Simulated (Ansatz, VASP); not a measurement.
# NaW: VASP beside Ansatz

```
Na W
1.0
     2.75961    0.00000    0.00000
    -1.37980    2.38989    0.00000
     0.00000    0.00000    5.92897
Na W
1 1
Direct
  0.00000 0.00000 0.50000
  0.00000 0.00000 0.00000
```

Alike in both runs: functional PBE; k mesh 6 × 6 × 4; occupations gaussian, width 0.1 eV; no spin polarisation.

Ansatz relaxed the structure, and its values are those at the end. VASP's run is a single point on that final structure, the one shown.

|  | VASP | Ansatz |
| --- | --- | --- |
| version | VASP 6.6.1 | Ansatz 0.2.0 |
| potentials or method | VASP PAW PBE potentials, release 64 (Na_pv, W_sv), cutoff 520 eV | scalar-relativistic, plane waves, PAW |
| valence electrons in the cell | 21 | 23 |

Ansatz gave:

```
gap on the k mesh at the Fermi level (eV) : none
pressure (GPa)                            : 0.0
```

**Question.** What did VASP give for the same quantities?

**Answer.** gap on the k mesh at the Fermi level (eV): none; pressure (GPa): 0.1.

A gap of «none» marks a metal or a gap that the smearing closes. With one functional, cell and mesh, what is left measures potentials, basis and numerics. VASP's potentials hold 21 valence electrons a cell and Ansatz's 23, so a difference there can come from the potentials and not from the codes.

The k mesh is coarse, so the values compare programs but aren't converged. Spin-orbit coupling is off throughout.
